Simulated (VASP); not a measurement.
# AlCu (P4mm) in VASP: a series of runs, part 2 of 2

VASP 6.6.1.

### 3 Single point, PBEsol (atoms displaced along a vibrational mode, the cell strained)

INCAR

```
SYSTEM = AlCu
  ALGO = Fast
  EDIFF = 1E-6
  ENCUT = 520
  GGA = PS
  ISIF = 2
  ISMEAR = 0
  LASPH = .TRUE.
  LCHARG = .FALSE.
  LREAL = .FALSE.
  LWAVE = .FALSE.
  NBANDS = 14
  NELM = 100
  PREC = Accurate
  SIGMA = 0.15
```

KPOINTS

```
k-points
0
G
  16 16 16
  0 0 0
```

POSCAR

```
AlCu
1.0
    2.9314613133      0.0000000000      0.0000000000
    0.0000000000      2.9314613133      0.0000000000
    0.0000000000      0.0000000000      2.9314613133
Al Cu
1 1
Direct
   -0.0389039758      0.0000000000      0.0000000000
    0.5165185711      0.5000000000      0.5000000000
```

Potentials or basis: VASP PAW PBE potentials, release 64 (Al, Cu).

Run with:

```console
$ cat potpaw_PBE.64/Al/POTCAR potpaw_PBE.64/Cu/POTCAR > POTCAR
$ mpirun -np 1 vasp_std > vasp.out
```

OUTCAR:

```text
SYSTEM = AlCu
   EDIFF = 1E-6
   ENCUT = 520
   GGA = PS
   ISIF = 2
   ISMEAR = 0
   LASPH = .TRUE.
   LREAL = .FALSE.
   NELM = 100
   PREC = Accurate

 ion  position               nearest neighbor table
   1  0.961  0.000  0.000-   2 2.45   2 2.45   2 2.45   2 2.45   2 2.64   2 2.64   2 2.64   2 2.64

   2  0.517  0.500  0.500-   1 2.45   1 2.45   1 2.45   1 2.45   1 2.64   1 2.64   1 2.64   1 2.64

  LATTYP: Found a simple cubic cell.
 ALAT       =     2.9314613133

  Lattice vectors:

[... 597 lines left out ...]
------------------------ aborting loop because EDIFF is reached ----------------------------------------

  FORCE on cell =-STRESS in cart. coord.  units (eV):
  Direction    XX          YY          ZZ          XY          YZ          ZX
  --------------------------------------------------------------------------------------
  -------------------------------------------------------------------------------------
  Total        0.6200392      0.8323729      0.8323729     -0.0000000      0.0000000      0.0000000
  in kB       39.4345836     52.9390321     52.9390321     -0.0000000      0.0000000      0.0000000
  external PRESSURE =      48.4375493 kB  Pullay stress =       0.0000000 kB

 VOLUME and BASIS-vectors are now :
 -----------------------------------------------------------------------------
  energy-cutoff  :      520.00
  volume of cell :       25.19
      direct lattice vectors                 reciprocal lattice vectors
     2.931461313  0.000000000  0.000000000     0.341126794  0.000000000  0.000000000
     0.000000000  2.931461313  0.000000000     0.000000000  0.341126794  0.000000000
     0.000000000  0.000000000  2.931461313     0.000000000  0.000000000  0.341126794

 POSITION                                       TOTAL-FORCE (eV/Angst)
 -----------------------------------------------------------------------------------
      2.81742      0.00000      0.00000         0.811691      0.000000     -0.000000
      1.51415      1.46573      1.46573        -0.811691     -0.000000      0.000000
 -----------------------------------------------------------------------------------
    total drift:                                0.000157      0.000000     -0.000012

  FREE ENERGIE OF THE ION-ELECTRON SYSTEM (eV)
  ---------------------------------------------------
  free  energy   TOTEN  =        -8.6426464968 eV

  energy  without entropy=       -8.6362732576  energy(sigma->0) =       -8.63945988
```

OSZICAR:

```text
N       E                     dE             d eps       ncg     rms          rms(c)
DAV:   1     0.526676942994E+02    0.52668E+02   -0.60319E+03 11802   0.128E+03
DAV:   2    -0.859799052068E+01   -0.61266E+02   -0.54897E+02 12018   0.211E+02
DAV:   3    -0.108136066705E+02   -0.22156E+01   -0.21581E+01 14608   0.449E+01
DAV:   4    -0.108516982077E+02   -0.38092E-01   -0.38072E-01 13560   0.491E+00
DAV:   5    -0.108530837824E+02   -0.13856E-02   -0.13855E-02 17122   0.101E+00    0.131E+01
RMM:   6    -0.113278253271E+02   -0.47474E+00   -0.21699E+01 14120   0.800E+01    0.106E+01
RMM:   7    -0.865812311097E+01    0.26697E+01   -0.53400E+00 13428   0.404E+01    0.942E-01
RMM:   8    -0.864522413797E+01    0.12899E-01   -0.24633E-01 13115   0.916E+00    0.588E-01
RMM:   9    -0.864264879735E+01    0.25753E-02   -0.18462E-02 14700   0.115E+00    0.177E-01
RMM:  10    -0.864250903515E+01    0.13976E-03   -0.35443E-03 15374   0.810E-01    0.724E-02
RMM:  11    -0.864263745640E+01   -0.12842E-03   -0.14353E-03 17310   0.321E-01    0.458E-02
RMM:  12    -0.864265272064E+01   -0.15264E-04   -0.33580E-04 15433   0.263E-01    0.387E-02
RMM:  13    -0.864264059040E+01    0.12130E-04   -0.12105E-04 15536   0.159E-01    0.135E-02
RMM:  14    -0.864264638263E+01   -0.57922E-05   -0.55065E-05 15917   0.563E-02    0.184E-02
RMM:  15    -0.864264649676E+01   -0.11412E-06   -0.75050E-06 13438   0.330E-02
   1 F= -.86426465E+01 E0= -.86394599E+01  d E =-.637324E-02
```

stdout:

```text
POSCAR found type information on POSCAR AlCu
 POSCAR found :  2 types and       2 ions
 scaLAPACK will be used
 -----------------------------------------------------------------------------
|                                                                             |
|                                                                             |
|     You enforced a specific xc type in the INCAR file but a different       |
|     I HOPE YOU KNOW WHAT YOU ARE DOING!                                     |
|                                                                             |
 -----------------------------------------------------------------------------

 LDA part: xc-table for (Slater+PW92), standard interpolation
 POSCAR, INCAR and KPOINTS ok, starting setup
 FFT: planning ... GRIDC
 FFT: planning ... GRID_SOFT
 FFT: planning ... GRID
 WAVECAR not read
 entering main loop
```

Run time: 3 min. Hardware: 1 thread of Intel Xeon 8259CL, shared host; peak memory 0.26 GiB.

Results:

| Property | Result |
| --- | --- |
| Free energy | -8.6426 eV |
| Pressure | 4.8 GPa |
| Largest force | 0.812 eV/Å |
| Band gap on the k mesh | zero (bands 7 and 8 overlap by 4.89 eV) |

Forces in eV/Å, atoms in the order of the input:
```
Al   0.812  0.000  0.000
Cu  -0.812  0.000  0.000
```

Stress tensor (GPa, compression positive):
```
3.94 0.00 0.00
0.00 5.29 0.00
0.00 0.00 5.29
```

Levels at points of the mesh, in eV from the Fermi level:
```
           k point  band 3  band 4  band 5  band 6  band 7  band 8  band 9  band 10  band 11  band 12
(0.00, 0.00, 0.00)   -5.31   -4.20   -4.18   -4.18    3.96    3.96    3.99     6.39     6.39    10.82
(0.50, 0.00, 0.00)   -5.03   -4.65   -4.65   -4.14   -3.34    7.24    8.07     8.07     9.13     9.13
(0.00, 0.50, 0.00)   -5.02   -4.68   -4.64   -4.12   -3.37    7.22    8.23     8.34     8.83     8.98
(0.50, 0.50, 0.00)   -4.57   -4.54   -4.03   -3.95   -3.76   -0.90    0.00    10.72    12.95    13.20
(0.00, 0.50, 0.50)   -4.61   -4.61   -3.94   -3.94   -3.77   -0.93    0.00    10.77    12.70    12.70
(0.50, 0.50, 0.50)   -5.86   -3.75   -3.74    0.45    0.45    0.58    1.94     2.40     2.40     2.65
```

Caveat: the cell differs from its parent crystal (atoms displaced along a vibrational mode, the cell strained); the cell stands under pressure; the PAW data sets were made with another functional, which shifts forces and pressure a little.

### 4 Single point, PBEsol (atoms displaced along a vibrational mode)

INCAR

```
SYSTEM = AlCu
PREC = Accurate ; ENCUT = 520
EDIFF = 1E-6 ; ISMEAR = 0
SIGMA = 0.15 ; LREAL = .FALSE.
LASPH = .TRUE. ; NELM = 60
ALGO = Fast ; ISIF = 2
LWAVE = .FALSE. ; LCHARG = .TRUE.
GGA = PS ; LELF = .TRUE.
LVHAR = .TRUE. ; NBANDS = 14
```

KPOINTS

```
Automatic mesh
0
G
  16 16 16
  0 0 0
```

POSCAR

```
AlCu
1.0
    2.9559960808      0.0000000000      0.0000000000
    0.0000000000      2.9559960808      0.0000000000
    0.0000000000      0.0000000000      2.9559960808
Al Cu
1 1
Direct
   -0.0389039758      0.0000000000      0.0000000000
    0.5165185711      0.5000000000      0.5000000000
```

Run with:

```console
$ cat potpaw_PBE.64/Al/POTCAR potpaw_PBE.64/Cu/POTCAR > POTCAR
$ mpirun -np 1 vasp_std > vasp.out
```

Run time: 2.8 min. Hardware: 1 thread of Intel Xeon 8259CL, shared host; peak memory 0.27 GiB.

Results (log left out):

```
Free energy            : -8.6569 eV
Pressure               : 0.4 GPa
Largest force          : 0.735 eV/Å
Band gap on the k mesh : zero (bands 7 and 8 overlap by 4.82 eV)
```

Forces in eV/Å, atoms in the order of the input:
```
Al   0.735  0.000  0.000
Cu  -0.735  0.000  0.000
```

Stress tensor (GPa, compression positive):
```
-0.35  0.00  0.00
 0.00  0.83  0.00
 0.00  0.00  0.83
```

Levels at points of the mesh, in eV from the Fermi level:
| k point | band 3 | band 4 | band 5 | band 6 | band 7 | band 8 | band 9 | band 10 | band 11 | band 12 |
| --- | --- | --- | --- | --- | --- | --- | --- | --- | --- | --- |
| (0.00, 0.00, 0.00) | -5.15 | -4.09 | -4.07 | -4.07 | 3.91 | 3.91 | 3.95 | 6.36 | 6.37 | 10.46 |
| (0.50, 0.00, 0.00) | -4.89 | -4.52 | -4.52 | -4.03 | -3.26 | 7.24 | 7.98 | 7.98 | 8.98 | 8.98 |
| (0.00, 0.50, 0.00) | -4.87 | -4.55 | -4.51 | -4.01 | -3.29 | 7.22 | 8.16 | 8.27 | 8.66 | 8.80 |
| (0.50, 0.50, 0.00) | -4.44 | -4.41 | -3.91 | -3.84 | -3.66 | -0.88 | -0.06 | 10.50 | 12.80 | 13.06 |
| (0.00, 0.50, 0.50) | -4.48 | -4.48 | -3.83 | -3.83 | -3.67 | -0.91 | -0.05 | 10.55 | 12.57 | 12.57 |
| (0.50, 0.50, 0.50) | -5.69 | -3.65 | -3.64 | 0.52 | 0.52 | 0.65 | 1.85 | 2.37 | 2.37 | 2.54 |

Caveat: the cell differs from its parent crystal (atoms displaced along a vibrational mode); the PAW data sets were made with another functional, which shifts forces and pressure a little.

### 5 Summary

| cell | gap on the mesh (eV) | pressure (GPa) | largest force (eV/Å) |
| --- | --- | --- | --- |
| a = 2.907 Å, 2 atoms | none | 9.4 | 0.89 |
| a = 2.931 Å, 2 atoms | none | 4.8 | 0.81 |
| a = 2.956 Å, 2 atoms | none | 0.4 | 0.74 |

Alike in all rows: task single point; level PBEsol; potentials or basis VASP PAW PBE potentials, release 64 (Al, Cu); no spin polarisation; k mesh 16 × 16 × 16; cutoff (eV) 520; smearing gaussian 0.15 eV.

Caveats: the PAW data sets were made with another functional, which shifts forces and pressure a little; the cell stands under pressure (at least some runs).

Absolute energies hang on the potentials; compare differences alone.
